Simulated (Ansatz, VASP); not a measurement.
# Sr in VASP and in Ansatz

```
Sr
1.0
     0.00000    2.95896    2.95896
     2.95896    0.00000    2.95896
     2.95896    2.95896    0.00000
Sr
1
Direct
  0.00000 0.00000 0.00000
```

Alike in both runs: task single point; functional BLYP; k mesh 15 × 15 × 15; occupations fermi-dirac, width 0.1 eV; no spin polarisation.

```csv
,VASP,Ansatz
version,VASP 6.6.1,Ansatz 0.2.0
potentials or method,"VASP PAW PBE potentials, release 64 (Sr_sv), cutoff 520 eV","plane waves (420 eV) with PAW, scalar-relativistic"
valence electrons in the cell,10,10
```

Ansatz gave:

| Item | Value |
| --- | --- |
| pressure (GPa) | 1.0 |

**Question.** Estimate VASP's values.

**Answer.** Pressure (GPa): 1.1.

VASP's potentials were made for PBE, not for BLYP. With one functional, cell and mesh, what is left measures potentials, basis and numerics.
